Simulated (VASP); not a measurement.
# Sb: single point with PBE

Sb, a slab with vacuum:

```
Sb
1.0
     3.38805    0.00000    0.00000
     0.00000    3.38805    0.00000
     0.00000    0.00000   25.58290
Sb
5
Direct
  0.00000 0.00000 0.32088
  0.50000 0.50000 0.40303
  0.00000 0.00000 0.50000
  0.50000 0.50000 0.59697
  0.00000 0.00000 0.67912
```

```yaml
Program: VASP 6.6.1
Task: single point
Functional: PBE
Potentials_or_basis: VASP PAW PBE potentials, release 64 (Sb)
Cutoff: 520 eV
k_mesh: 10 × 10 × 1
Occupations: fermi-dirac, width 0.05 eV
Spin: no spin polarisation
Dipole_correction: yes
Further_INCAR_settings: ALGO = Normal; EDIFF = 1e-06; NBANDS = 20
```

The largest force is 0.008 eV/Å.

Forces in eV/Å, atoms in the order of the input:
```
Sb   0.000  0.000  0.008
Sb   0.000  0.000  0.001
Sb   0.000  0.000  0.000
Sb   0.000  0.000 -0.001
Sb   0.000  0.000 -0.008
```

Levels at points of the mesh, in eV from the Fermi level:
```tsv
k point	band 7	band 8	band 9	band 10	band 11	band 12	band 13	band 14	band 15	band 16
(0.00, 0.00, 0.00)	-2.23	0.04	0.30	0.30	0.63	0.63	2.07	2.18	2.18	3.52
(0.50, 0.00, 0.00)	-4.99	-4.35	-3.84	-2.64	-1.04	0.36	1.12	2.13	2.85	3.03
(0.50, 0.50, 0.00)	-4.87	-4.51	-4.51	-2.95	-2.95	-1.29	-1.15	-1.15	-1.11	-0.59
```

It took 2.4 min on 1 thread of Intel(R) Xeon(R) 6975P-C (Granite Rapids), with other jobs on the host, peak memory 0.43 GiB.

Caveat: spin-orbit coupling is left out, which moves the levels of the heavy elements.
